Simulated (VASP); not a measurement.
Input of a VASP 6.6.1 run:

File INCAR:

```
PREC = Accurate ; ENCUT = 520
EDIFF = 1E-6 ; ISMEAR = -1
SIGMA = 0.01 ; LREAL = Auto
LASPH = T ; NELM = 150
ALGO = Normal ; ISIF = 2
LWAVE = F ; LCHARG = F
ISPIN = 2 ; MAGMOM = 0.01 0 0 0 0.01 0 0 0 0 0 0 0 0 0 0 0 0.08 0.37 0.02 0.02 0.01 0.42 0.12 0.03 0.07 0.02 0.01 0.04 0.07 0.12 0.02 0.04 0.21
LORBIT = 11 ; NUPDOWN = 2.0
GGA = PE ; NELECT = 134.0
NBANDS = 94
```

Contents of KPOINTS:

```
Automatic mesh
0
Gamma
  1 1 1
  0.25 0.25 0.25
```

Contents of POSCAR:

```
Al16N16F
1.0
    6.2595139128      0.0000000578      0.0000000000
   -3.1297570064      5.4208980350      0.0000000000
    0.0000000000      0.0000000000     10.0348065929
Al N F
16 16 1
Direct
    0.3460958601      0.1737917781      0.2527772837
    0.1676533679      0.3325355122      0.5048856257
    0.3335316434      0.1660187652      0.7509657544
    0.1604611086      0.3300834470      0.9928471871
    0.3373812517      0.6684196203      0.2607939503
    0.1678120287      0.8362056478      0.5049581113
    0.3295025043      0.6630898447      0.7474996863
    0.1605254630      0.8322461048      0.9921009308
    0.8298010250      0.1641634478      0.2503770217
    0.6732651514      0.3367023388      0.5070629973
    0.8310666514      0.1634722892      0.7522982063
    0.6637022241      0.3325863478      0.9998028184
    0.8265529987      0.6655292369      0.2519272969
    0.6679532495      0.8344100093      0.5042331579
    0.8307995121      0.6648249190      0.7519110769
    0.6571047986      0.8298252212      0.9983191164
    0.3465941247      0.1763605753      0.4478378291
    0.1748206061      0.3557192557      0.1821541249
    0.3294746625      0.1673230703      0.9404214194
    0.1651771491      0.3283293953      0.6931751252
    0.3321398932      0.6681754982      0.4462357700
    0.1779800638      0.8216420696      0.1817727250
    0.3250746496      0.6651231001      0.9368680504
    0.1657660398      0.8313500009      0.6935223497
    0.8318485676      0.1701732525      0.4444865777
    0.6706674101      0.3349096068      0.1902527482
    0.8258386836      0.1643518040      0.9409568068
    0.6682275422      0.3304987325      0.6950036906
    0.8312433194      0.6634268531      0.4462331430
    0.6474215524      0.8251651629      0.1852570679
    0.8256566071      0.6663845165      0.9410622153
    0.6656980274      0.8296087952      0.6930883952
    0.0187191511      0.0056545950      0.2966438595
```

Potentials or basis: VASP PAW PBE potentials, release 64 (Al, N, F).

Run with:

```console
$ cat potpaw_PBE.64/Al/POTCAR potpaw_PBE.64/N/POTCAR potpaw_PBE.64/F/POTCAR > POTCAR
$ mpirun -np 1 vasp_std > vasp.out
```

Task: Predict the largest force.

Result: 0.277 eV/Å.

Forces in eV/Å, atoms in the order of the input:
```
Al   0.032  0.058 -0.058
Al  -0.111  0.045 -0.030
Al   0.119 -0.114  0.003
Al  -0.082  0.059  0.044
Al  -0.107 -0.070  0.002
Al  -0.079  0.110  0.031
Al   0.097 -0.009 -0.048
Al  -0.178  0.135  0.035
Al   0.049  0.053  0.116
Al  -0.061 -0.047  0.000
Al   0.130 -0.123 -0.013
Al  -0.128  0.094  0.027
Al   0.172 -0.115 -0.055
Al  -0.117  0.043  0.069
Al   0.130 -0.042  0.025
Al  -0.047  0.060 -0.111
N    0.119 -0.180 -0.067
N    0.131 -0.022  0.042
N    0.174 -0.106  0.000
N   -0.188  0.123  0.015
N    0.175 -0.071 -0.031
N   -0.040  0.048 -0.040
N    0.194 -0.116  0.094
N   -0.210  0.108 -0.036
N    0.133 -0.015 -0.005
N   -0.186  0.102 -0.022
N    0.177 -0.113  0.025
N   -0.225  0.162 -0.017
N    0.135 -0.036 -0.113
N    0.028 -0.017  0.040
N    0.154 -0.103 -0.003
N   -0.203  0.140 -0.001
F   -0.187 -0.042  0.078
```

Caveat: the k points lie up to 0.58 Å⁻¹ apart; the cell carries a net charge on a neutralising background, which shifts energy and pressure; the total moment is fixed, so each spin has its own Fermi level and the state may be an excited one.
